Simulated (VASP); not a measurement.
A run of VASP 6.6.1 is set up as follows.

File INCAR:

```
PREC = Accurate
ENCUT = 400
EDIFF = 1E-6
ISMEAR = 0
SIGMA = 0.01
LREAL = Auto
LASPH = True
NELM = 200
ALGO = Normal
ISIF = 2
LWAVE = False
LCHARG = True
ISPIN = 2
MAGMOM = 0.143 0.143 0 0.143 0.143 0 0.143 0 0 0 0 0 0 0 0.143 0.143 0 0 0 0 0 0 0 0 0 0 0 0 0 0 0 0
LORBIT = 11
GGA = PE
LELF = True
LVHAR = True
NBANDS = 87
NELECT = 123.0
GGA_COMPAT = False
```

KPOINTS

```
Automatic mesh
0
Gamma
  2 2 2
  0.5 0.5 0.5
```

Contents of POSCAR:

```
Na15H17
1.0
   -4.8309073878      4.8309073878      4.8309073878
    4.8309073878     -4.8309073878      4.8309073878
    4.8309073878      4.8309073878     -4.8309073878
H Na
17 15
Direct
    0.5000000000      0.5000000000      0.0000000000
    0.5000000000      0.7676706367      0.2676706367
    0.5000000000      0.0000000000      0.0000000000
    0.5000000000      0.2323293633      0.7323293633
    0.7676706367      0.5000000000      0.2676706367
    0.5000000000      0.5000000000      0.5000000000
    0.7676706367      0.7676706367      0.0000000000
    0.7500000000      0.0000000000      0.7500000000
    0.0000000000      0.2500000000      0.2500000000
    0.7500000000      0.2500000000      0.5000000000
    0.0000000000      0.5000000000      0.0000000000
    0.0000000000      0.7500000000      0.7500000000
    0.2500000000      0.0000000000      0.2500000000
    0.0000000000      0.0000000000      0.5000000000
    0.2323293633      0.2323293633      0.0000000000
    0.2323293633      0.5000000000      0.7323293633
    0.2500000000      0.7500000000      0.5000000000
    0.5000000000      0.7441183822      0.7558816178
    0.5000000000      0.0000000000      0.5000000000
    0.7441183822      0.2558816178      0.0000000000
    0.5000000000      0.2558816178      0.2441183822
    0.7441183822      0.5000000000      0.7558816178
    0.7441183822      0.7441183822      0.4882367644
    0.0000000000      0.0000000000      0.0000000000
    0.7441183822     -0.0117632356      0.2441183822
    0.0117632356      0.2558816178      0.7558816178
    0.0000000000      0.5000000000      0.5000000000
    0.2558816178      0.7441183822      0.0000000000
   -0.0117632356      0.7441183822      0.2441183822
    0.2558816178      0.0117632356      0.7558816178
    0.2558816178      0.2558816178      0.5117632356
    0.2558816178      0.5000000000      0.2441183822
```

Potentials or basis: VASP PAW PBE potentials, release 64 (H, Na_pv).

Launch:

```console
$ cat potpaw_PBE.64/H/POTCAR potpaw_PBE.64/Na_pv/POTCAR > POTCAR
$ mpirun -np 1 vasp_std > vasp.out
```

Problem. What does it give for the largest force?

Solution. 0.022 eV/Å.

Problem. Predict the net moment.

Solution. 1.00 μB per cell.

Problem. Estimate the site moments.

Solution. H +0.33, +0.01, +0.00 (each value once); Na -0.00, +0.00 (each value once) μB.

Forces in eV/Å, atoms in the order of the input:
```
H    0.000  0.000  0.000
H    0.015  0.000  0.000
H    0.000  0.000  0.000
H   -0.015  0.000  0.000
H    0.000  0.015  0.000
H    0.000  0.000  0.000
H    0.000  0.000  0.015
H    0.000  0.000  0.000
H    0.000  0.000  0.000
H    0.000  0.000  0.000
H    0.000  0.000  0.000
H    0.000  0.000  0.000
H    0.000  0.000  0.000
H    0.000  0.000  0.000
H    0.000  0.000 -0.015
H    0.000 -0.015  0.000
H    0.000  0.000  0.000
Na   0.000 -0.016  0.016
Na   0.000  0.000  0.000
Na  -0.016  0.016  0.000
Na   0.000  0.016 -0.016
Na  -0.016  0.000  0.016
Na   0.016  0.016  0.000
Na   0.000  0.000  0.000
Na   0.016  0.000  0.016
Na   0.000 -0.016 -0.016
Na   0.000  0.000  0.000
Na   0.016 -0.016  0.000
Na   0.000  0.016  0.016
Na  -0.016  0.000 -0.016
Na  -0.016 -0.016  0.000
Na   0.016  0.000 -0.016
```

Caveat: the cell carries a net charge on a neutralising background, which shifts energy and pressure.
